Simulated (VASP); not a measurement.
Runs of VASP 6.6.1 on W. The structure is that of space group P6/mmm (No. 191), or close to it. The cells are those of the table. 

| cell | k mesh | gap on the mesh (eV) | pressure (GPa) |
| --- | --- | --- | --- |
| a = 4.642, b = 4.642, c = 2.583 Å, angles 90.0, 90.0, 120.0°, 3 atoms | 8 × 8 × 11 | none | 0.7 |
| a = 4.448, b = 4.448, c = 2.476 Å, angles 90.0, 90.0, 120.0°, 3 atoms | 9 × 9 × 14 | none | 50.9 |
| a = 4.579, b = 4.579, c = 2.548 Å, angles 90.0, 90.0, 120.0°, 3 atoms | 9 × 9 × 14 | none | (c) |
| a = 4.514, b = 4.514, c = 2.513 Å, angles 90.0, 90.0, 120.0°, 3 atoms | 9 × 9 × 14 | none | 30.7 |
| a = 4.703, b = 4.703, c = 2.617 Å, angles 90.0, 90.0, 120.0°, 3 atoms | 9 × 9 × 14 | none | -10.1 |
| a = 4.762, b = 4.762, c = 2.650 Å, angles 90.0, 90.0, 120.0°, 3 atoms | 9 × 9 × 14 | none | (b) |
| a = 4.642, b = 4.642, c = 2.583 Å, angles 90.0, 90.0, 120.0°, 3 atoms | 9 × 9 × 14 | none | 0.8 |
| a = 4.820, b = 4.820, c = 2.683 Å, angles 90.0, 90.0, 120.0°, 3 atoms | 9 × 9 × 14 | none | (a) |

Alike in all rows: task single point; level PBEsol; potentials or basis VASP PAW PBE potentials, release 64 (W_sv); no spin polarisation; cutoff (eV) 520; smearing fermi-dirac 0.1 eV.

Question: Estimate the missing entries.

Answer: (a) -26.0; (b) -18.8; (c) 14.3.

Caveats: the PAW data sets were made with another functional, which shifts forces and pressure a little; spin-orbit coupling is left out, which moves the levels of the heavy elements.

A k mesh can miss the band edges, and the runs leave out spin-orbit coupling on W.

A gap of «none» marks levels without a gap at the run's occupations.
